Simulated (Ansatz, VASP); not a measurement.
One calculation of ZnSiP2, two programs

File INCAR:

```
SYSTEM = ZnSiP2
ALGO = Normal
EDIFF = 1E-6
ENCUT = 500
GGA = PS
GGA_COMPAT = .False.
ISIF = 2
ISMEAR = -1
LASPH = .True.
LCHARG = .False.
LREAL = .False.
LWAVE = .False.
NBANDS = 36
NELM = 120
PREC = Accurate
SIGMA = 0.05
```

File KPOINTS:

```
k-points
0
Gamma
  7 7 7
  0 0 0
```

The input POSCAR:

```
ZnSiP2
1.0
   -2.7044964916      2.7044964916      5.2646676057
    2.7044964916     -2.7044964916      5.2646676057
    2.7044964916      2.7044964916     -5.2646676057
Zn P Si
2 4 2
Direct
    0.7500000000      0.2500000000      0.5000000000
    0.0000000000      0.0000000000      0.0000000000
    0.1423012000      0.6250000000      0.0173012000
    0.6076988000      0.1250000000      0.9826988000
    0.8750000000      0.8576988000      0.4826988000
    0.3750000000      0.3923012000      0.5173012000
    0.2500000000      0.7500000000      0.5000000000
    0.5000000000      0.5000000000      0.0000000000
```

input.yaml

```yaml
crystal:
  lattice:
    - [-2.7044964916, 2.7044964916, 5.2646676057]
    - [2.7044964916, -2.7044964916, 5.2646676057]
    - [2.7044964916, 2.7044964916, -5.2646676057]
  atoms:
    - { symbol: Zn, position: [0.75, 0.25, 0.5] }
    - { symbol: Zn, position: [0.0, 0.0, 0.0] }
    - { symbol: P, position: [0.1423012, 0.625, 0.0173012] }
    - { symbol: P, position: [0.6076988, 0.125, 0.9826988] }
    - { symbol: P, position: [0.875, 0.8576988, 0.4826988] }
    - { symbol: P, position: [0.375, 0.3923012, 0.5173012] }
    - { symbol: Si, position: [0.25, 0.75, 0.5] }
    - { symbol: Si, position: [0.5, 0.5, 0.0] }
hamiltonian:
  xc: pbesol
  pseudopotentials: { kind: paw }
kpoints:
  mp_grid: { grid: [7, 7, 7] }
scf:
  occupations: { method: fermi_dirac, width: 0.05 }
output:
  forces: true
  stress: true
  eigenvalues: true
  write_density: true
  write_potential: true
  elf: true
  volumetric_format: npy
```

Alike in both runs: task single point; functional PBEsol; k mesh 7 × 7 × 7; occupations fermi-dirac, width 0.05 eV; no spin polarisation.

```csv
,VASP,Ansatz
version,VASP 6.6.1,Ansatz 0.2.0
potentials or method,"VASP PAW PBE potentials, release 64 (Zn, P, Si)",Ansatz PAW
plane-wave cutoff (eV),500,420
valence electrons in the cell,52,52
```

|  | VASP | Ansatz | Ansatz less VASP |
| --- | --- | --- | --- |
| gap on the k mesh at the Fermi level (eV) | 1.23 | 1.23 | -0.001 |
| least direct gap on the mesh (eV) | 1.23 | 1.23 | -0.001 |
| pressure (GPa) | -2.3 | -2.4 | -0.13 |
| rms of the force components (eV/Å) | 0.040 | 0.047 | +0.0061 |

VASP's potentials were made for PBE, not for PBEsol. Atom by atom the forces differ by 0.006 eV/Å (rms over components). The functional is the same, so the differences come from potentials, cutoffs and numerics.

Noted on Ansatz's run: odd divisions of the mesh miss points on the zone boundary, where band edges often lie, so the gap on the mesh can be too wide.
